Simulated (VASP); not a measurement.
Set up this calculation in VASP 6.6.1, as the native input.

* Task: single point
* Functional: LDA
* Potentials or basis: VASP PAW LDA potentials, release 64 (W_sv)
* Cutoff: 520 eV
* k mesh: 14 × 14 × 14
* Occupations: fermi-dirac, width 0.05 eV
* Spin: no spin polarisation
* Dipole correction: no
* Further INCAR settings: ALGO = Normal; EDIFF = 1e-06; NBANDS = 13

The structure of W lies in POSCAR:

```
W
1.0
    0.0000000000      2.0567135898      2.0567135898
    2.0567135898      0.0000000000      2.0567135898
    2.0567135898      2.0567135898      0.0000000000
W
1
Direct
    0.0000000000      0.0000000000      0.0000000000
```

This cell differs from its parent crystal: volume scaled by 1.04.

These files were run (other wordings do the same):

INCAR

```
SYSTEM = W
ALGO = Normal ; EDIFF = 1E-6
ENCUT = 520 ; ISIF = 2
ISMEAR = -1 ; LASPH = .TRUE.
LCHARG = .FALSE. ; LREAL = .FALSE.
LWAVE = .FALSE. ; NBANDS = 13
NELM = 80 ; PREC = Accurate
SIGMA = 0.05
```

KPOINTS

```
k-points
0
G
  14 14 14
  0 0 0
```

Potentials or basis: VASP PAW LDA potentials, release 64 (W_sv).

Launch:

```console
$ cat potpaw_LDA.64/W_sv/POTCAR > POTCAR
$ mpirun -np 1 vasp_std > vasp.out
```

Results of the run:

```
Pressure               : -25.1 GPa
Band gap on the k mesh : zero (band 7 reaches 12.45 eV, above the bottom of band 8 at 9.04 eV)
```

Caveat: spin-orbit coupling is left out, which moves the levels of the heavy elements.

Run time: 10 s on 1 thread of Intel Xeon 6975P-C, with other jobs on the host, peak memory 0.14 GiB.
